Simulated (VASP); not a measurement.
Set up this calculation in VASP 6.6.1, as the native input.

| Item | Value |
| --- | --- |
| Task | single point |
| Functional | LDA |
| Potentials or basis | VASP PAW LDA potentials, release 64 (Ir, C) |
| Cutoff | 520 eV |
| k mesh | 10 × 10 × 1 |
| Occupations | gaussian, width 0.1 eV |
| Spin | collinear spin |
| Starting moments | [0.0, 0.0, 0.0, 2.0] μB |
| Dipole correction | yes |
| Further INCAR settings | ALGO = Normal; EDIFF = 1e-07; NBANDS = 28 |

The structure of Ir3C lies in POSCAR:

```
Ir3C
1.0
    2.6946510889      0.0000000000      0.0000000000
    0.0000000000      2.6946510889      0.0000000000
    0.0000000000      0.0000000000     20.6339620658
Ir C
3 1
Direct
    0.5000000000      0.5000000000      0.1938551591
    0.0000000000      0.0000000000      0.2819107364
    0.5000000000      0.5000000000      0.3699707328
    0.8333333333      0.5000000000      0.4828913630
```

The input as run:

INCAR

```
SYSTEM = Ir3C
PREC = Accurate ; ENCUT = 520
EDIFF = 1E-7 ; ISMEAR = 0
SIGMA = 0.1 ; LREAL = .FALSE.
LASPH = .TRUE. ; NELM = 150
ALGO = Normal ; ISIF = 2
LWAVE = .FALSE. ; LCHARG = .FALSE.
ISPIN = 2 ; MAGMOM = 0 0 0 2
LORBIT = 11 ; LMAXMIX = 4
LDIPOL = .TRUE. ; IDIPOL = 3
DIPOL = 0.5 0.5 0.332 ; NBANDS = 28
```

KPOINTS

```
Automatic mesh
0
G
  10 10 1
  0 0 0
```

Potentials or basis: VASP PAW LDA potentials, release 64 (Ir, C).

Run with:

```bash
$ cat potpaw_LDA.64/Ir/POTCAR potpaw_LDA.64/C/POTCAR > POTCAR
$ mpirun -np 1 vasp_std > vasp.out
```

It gave:

```
Largest force                                         : 3.285 eV/Å
Net moment                                            : 0.00 μB per cell
Valence electrons inside the program's atomic spheres : Ir 8.25, 8.58, 8.26; C 1.93
```

Run time: 17 min on 1 thread of Intel Xeon 8259CL (shared host), peak memory 0.37 GiB.
